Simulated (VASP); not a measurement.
# B24N23 (a cell with a defect) in VASP: a series of runs, part 2 of 2

VASP 6.6.1. Earlier steps stand in the parts before.

## (3) Single point, PBE

Contents of INCAR:

```
PREC = Accurate
ENCUT = 520
EDIFF = 1E-7
ISMEAR = 0
SIGMA = 0.01
LREAL = Auto
LASPH = T
NELM = 80
ALGO = Normal
ISIF = 2
LWAVE = F
LCHARG = T
GGA = PE
LELF = T
LVHAR = T
NBANDS = 122
NELECT = 188.0
```

Contents of KPOINTS:

```
Automatic mesh
0
Gamma
  2 2 2
```

Contents of POSCAR:

```
B24N23
1.0
    0.0000000000      0.0000000000      8.3612182313
    7.5364148001     -4.3511511137      0.0000000000
    0.0000000001      8.7023022272      0.0000000000
B N
24 23
Direct
    0.0000000000      0.1666666667      0.3330241359
    0.0000000000      0.6665799471      0.3332490225
    0.0000000000      0.4996811418      0.4996811418
    0.0000000000      0.3332490225      0.6665799471
    0.0000000000      0.1666666667      0.8336521916
    0.0000000000      0.0000843109      0.4999975913
    0.0000000000      0.8333357420      0.6667533862
    0.0000000000      0.6667533862      0.8333357420
    0.0000000000      0.4999975913      0.0000843109
    0.0000000000      0.3330241359      0.1666666667
    0.0000000000      0.0003091974      0.0003091974
    0.0000000000      0.8336521916      0.1666666667
    0.5000000000      0.0257704001      0.1666666667
    0.5000000000      0.5018146707      0.1666666667
    0.5000000000      0.3075629332      0.3075629332
    0.5000000000      0.1666666667      0.5018146707
    0.5000000000      0.0008660264      0.6733453781
    0.5000000000      0.8391460183      0.3324673069
    0.5000000000      0.6599879553      0.4941873151
    0.5000000000      0.4941873151      0.6599879553
    0.5000000000      0.3324673069      0.8391460183
    0.5000000000      0.1666666667      0.0257704001
    0.5000000000      0.8315186626      0.8315186626
    0.5000000000      0.6733453781      0.0008660264
    0.0000000000     -0.0000762683      0.1666666667
    0.0000000000      0.4999669756      0.1666666667
    0.0000000000      0.3334096016      0.3334096016
    0.0000000000      0.1666666667      0.4999669756
    0.0000000000     -0.0000036844      0.6666571415
    0.0000000000      0.8333274926      0.3333370177
    0.0000000000      0.6666761918      0.5000058408
    0.0000000000      0.5000058408      0.6666761918
    0.0000000000      0.3333370177      0.8333274926
    0.0000000000      0.1666666667     -0.0000762683
    0.0000000000      0.8333663577      0.8333663577
    0.0000000000      0.6666571415     -0.0000036844
    0.5000000000      0.6705358390      0.1666666667
    0.5000000000      0.4909183982      0.3259323084
    0.5000000000      0.3259323084      0.4909183982
    0.5000000000      0.1666666667      0.6705358390
    0.5000000000      0.0074010250      0.3316527565
    0.5000000000      0.8333333333      0.5000000000
    0.5000000000      0.6627974944      0.6627974944
    0.5000000000      0.5000000000      0.8333333333
    0.5000000000      0.3316527565      0.0074010250
    0.5000000000      0.0016805768      0.8424149351
    0.5000000000      0.8424149351      0.0016805768
```

Potentials or basis: VASP PAW PBE potentials, release 64 (B, N).

Launch:

```console
cat potpaw_PBE.64/B/POTCAR potpaw_PBE.64/N/POTCAR > POTCAR
mpirun -np 1 vasp_std > vasp.out
```

OUTCAR:

```text
PREC = Accurate
   ENCUT = 520
   EDIFF = 1E-7
   ISMEAR = 0
   LREAL = Auto
   LASPH = T
   NELM = 80
   ISIF = 2
   GGA = PE
   NELECT = 188.0

 ion  position               nearest neighbor table
   1  0.000  0.167  0.333-  27 1.45  25 1.45  28 1.45
   2  0.000  0.667  0.333-  26 1.45  30 1.45  31 1.45
   3  0.000  0.500  0.500-  27 1.45  31 1.45  32 1.45
   4  0.000  0.333  0.667-  28 1.45  33 1.45  32 1.45
   5  0.000  0.167  0.834-  34 1.45  33 1.45  29 1.45
   6  0.000  0.000  0.500-  28 1.45  29 1.45  30 1.45
   7  0.000  0.833  0.667-  35 1.45  31 1.45  29 1.45
   8  0.000  0.667  0.833-  35 1.45  32 1.45  36 1.45
   9  0.000  0.500  0.000-  26 1.45  36 1.45  33 1.45
  10  0.000  0.333  0.167-  27 1.45  34 1.45  26 1.45
  11  0.000  0.000  0.000-  34 1.45  25 1.45  35 1.45
  12  0.000  0.834  0.167-  25 1.45  30 1.45  36 1.45
  13  0.500  0.026  0.167-  41 1.52  47 1.52  15 2.12  22 2.12
  14  0.500  0.502  0.167-  45 1.44  38 1.44  37 1.47
  15  0.500  0.308  0.308-  38 1.52  39 1.52  13 2.12  22 2.12
  16  0.500  0.167  0.502-  41 1.44  39 1.44  40 1.47
  17  0.500  0.001  0.673-  40 1.46  46 1.47  42 1.48
[... 28 lines left out ...]
  46  0.500  0.002  0.842-  23 1.44  17 1.47  22 1.52
  47  0.500  0.842  0.002-  23 1.44  24 1.47  13 1.52

  LATTYP: Found a hexagonal cell.
 ALAT       =     8.7023022272
 C/A-ratio  =     0.9608053148

  Lattice vectors:

 A1 = (   7.5364148001,  -4.3511511137,   0.0000000000)
 A2 = (   0.0000000001,   8.7023022272,   0.0000000000)
 A3 = (   0.0000000000,   0.0000000000,   8.3612182313)

Analysis of symmetry for initial positions (statically):
=====================================================================
 Subroutine PRICEL returns:
 Original cell was already a primitive cell.
[... 212 lines left out ...]
     AMIX     =   0.40;   BMIX     =  1.00
     AMIX_MAG =   1.60;   BMIX_MAG =  1.00
  volume/ion in A,a.u.               =      11.67        78.73
  Fermi-wavevector in a.u.,A,eV,Ry     =   1.145789  2.165227 17.862166  1.312832
  Thomas-Fermi vector in A             =   2.282476
   LORBIT       =      0    0 simple, 1 ext, 2 COOP (PROOUT), +10 PAW based schemes
   GGA     = PE    functional components
   LHFCALC =     F    Hartree Fock is set to
   AEXX    =    0.0000 exact exchange contribution
   IVDW    =     0    specifies the selected vdW correction
   LEPSILON=     F    determine dielectric tensor
   LRPA    =     F    only Hartree local field effects (RPA)
 non-spin polarized calculation
 Gauss-broadening in eV      SIGMA  =   0.01
  energy-cutoff  :      520.00
  volume of cell :      548.36
 maximum number of plane-waves:     14827
 NGX is ok and might be reduce to    64
   NGX = 31   NGY = 33   NGZ = 33

 number of electron     187.9999978 magnetization

 Free energy of the ion-electron system (eV)
  ---------------------------------------------------
  ext. energy  EPLUGINS =         0.00000000
  ---------------------------------------------------
  free energy    TOTEN  =      -402.82297051 eV

  energy without entropy =     -402.82297051  energy(sigma->0) =     -402.82297051

 E-fermi :   3.9796     XC(G=0):  -8.5943

 val. band max:        3.8826116193   @ k =   0.0000   0.0000   0.0000
 cond. band min:       4.6861471471   @ k =   0.0000   0.0000   0.0000
 fundamental gap:      0.8035355278
 Fermi energy:         3.9795958092

 k-point     1 :       0.0000    0.0000    0.0000
  band No.  band energies     occupation
      1     -17.6042      2.00000
      2     -16.4410      2.00000
      3     -16.1293      2.00000
      4     -16.1173      2.00000
      5     -16.1172      2.00000
      6     -16.0914      2.00000
[... 425 lines left out ...]
    105       6.2810      0.00000
    106       6.2867      0.00000
 [bands above 106 left out]

------------------------ aborting loop because EDIFF is reached ----------------------------------------

  FORCE on cell =-STRESS in cart. coord.  units (eV):
  Direction    XX          YY          ZZ          XY          YZ          ZX
  --------------------------------------------------------------------------------------
  -------------------------------------------------------------------------------------
  Total      -14.4380807    -14.4380807      5.5468192      0.0000000     -0.0000000      0.0000000
  in kB      -42.1843665    -42.1843665     16.2063822      0.0000000     -0.0000000      0.0000000
  external PRESSURE =     -22.7207836 kB  Pullay stress =       0.0000000 kB

 VOLUME and BASIS-vectors are now :
 -----------------------------------------------------------------------------
  energy-cutoff  :      520.00
  volume of cell :      548.36
      direct lattice vectors                 reciprocal lattice vectors
     0.000000000  0.000000000  8.361218231     0.000000000  0.000000000  0.119599797
     7.536414800 -4.351151114  0.000000000     0.132689087 -0.000000000  0.000000000
     0.000000000  8.702302227  0.000000000     0.066344544  0.114912120  0.000000000

 POSITION                                       TOTAL-FORCE (eV/Angst)
 -----------------------------------------------------------------------------------
      1.25607      2.17288      0.00000        -0.000000     -0.000814     -0.000000
      5.02362     -0.00036      0.00000         0.000215      0.000071     -0.000000
      3.76580      2.17419      0.00000        -0.001895     -0.001094     -0.000000
      2.51150      4.35076      0.00000         0.000169      0.000151     -0.000000
      1.25607      6.52950      0.00000         0.000000      0.002188     -0.000000
      0.00064      4.35076      0.00000        -0.000169      0.000151     -0.000000
[... 39 lines left out ...]
      0.01267      7.32364      4.18061        -0.000698      0.000848     -0.000000
      6.34879     -3.65085      4.18061         0.000386     -0.001029     -0.000000
 -----------------------------------------------------------------------------------
    total drift:                               -0.000045     -0.000024      0.000000

  FREE ENERGIE OF THE ION-ELECTRON SYSTEM (eV)
  ---------------------------------------------------
  free  energy   TOTEN  =      -402.8229705102 eV

  energy  without entropy=     -402.8229705102  energy(sigma->0) =     -402.82297051
```

OSZICAR:

```text
N       E                     dE             d eps       ncg     rms          rms(c)
DAV:   1     0.110310738173E+04    0.11031E+04   -0.92895E+04   976   0.140E+03
DAV:   2    -0.324995448957E+03   -0.14281E+04   -0.13745E+04  1288   0.322E+02
DAV:   3    -0.442353438174E+03   -0.11736E+03   -0.11640E+03  1112   0.970E+01
[... 11 lines left out ...]
DAV:  15    -0.402822969348E+03    0.30025E-05   -0.26078E-05  1152   0.152E-02    0.643E-03
DAV:  16    -0.402822970228E+03   -0.88016E-06   -0.84867E-06  1128   0.872E-03    0.206E-03
DAV:  17    -0.402822970335E+03   -0.10730E-06   -0.63043E-07  1144   0.284E-03    0.139E-03
DAV:  18    -0.402822970466E+03   -0.13076E-06   -0.20298E-07   872   0.134E-03    0.434E-04
DAV:  19    -0.402822970510E+03   -0.44296E-07   -0.31073E-08   672   0.658E-04
   1 F= -.40282297E+03 E0= -.40282297E+03  d E =-.997440E-44
```

It took 20 min on 1 thread of AMD EPYC 7R43 (Zen 3), shared host; peak memory 0.66 GiB.

Results:

```yaml
Free_energy: -402.8230 eV
Largest_force: 0.014 eV/Å
```

Forces on the atoms (eV/Å):
```
B    0.000 -0.001  0.000
B    0.000  0.000  0.000
B   -0.002 -0.001  0.000
B    0.000  0.000  0.000
B    0.000  0.002  0.000
B    0.000  0.000  0.000
B    0.000  0.000  0.000
B    0.000  0.000  0.000
B    0.000  0.000  0.000
B   -0.001  0.000  0.000
B    0.001  0.000  0.000
B    0.002 -0.001  0.000
B    0.012 -0.007  0.000
B    0.004 -0.002  0.000
B   -0.012 -0.007  0.000
B    0.000  0.004  0.000
B    0.002 -0.004  0.000
B   -0.004  0.000  0.000
B    0.002  0.004  0.000
B    0.004  0.000  0.000
B   -0.002 -0.004  0.000
B    0.000  0.014  0.000
B   -0.004 -0.002  0.000
B   -0.002  0.004  0.000
N    0.000  0.000  0.000
N    0.001  0.000  0.000
N    0.000  0.000  0.000
N    0.000  0.001  0.000
N    0.000  0.000  0.000
N    0.000  0.000  0.000
N    0.000  0.000  0.000
N    0.000  0.000  0.000
N    0.000  0.000  0.000
N    0.000 -0.001  0.000
N   -0.001  0.000  0.000
N    0.000  0.000  0.000
N    0.002 -0.001  0.000
N    0.000 -0.001  0.000
N   -0.001  0.000  0.000
N    0.000  0.002  0.000
N    0.001  0.000  0.000
N    0.000  0.000  0.000
N   -0.002 -0.001  0.000
N    0.000  0.000  0.000
N    0.001  0.001  0.000
N   -0.001  0.001  0.000
N    0.000 -0.001  0.000
```

Caveat: the cell carries a net charge on a neutralising background, which shifts energy and pressure; the cell is charged against a uniform background, so pressure and absolute levels hang on convention.
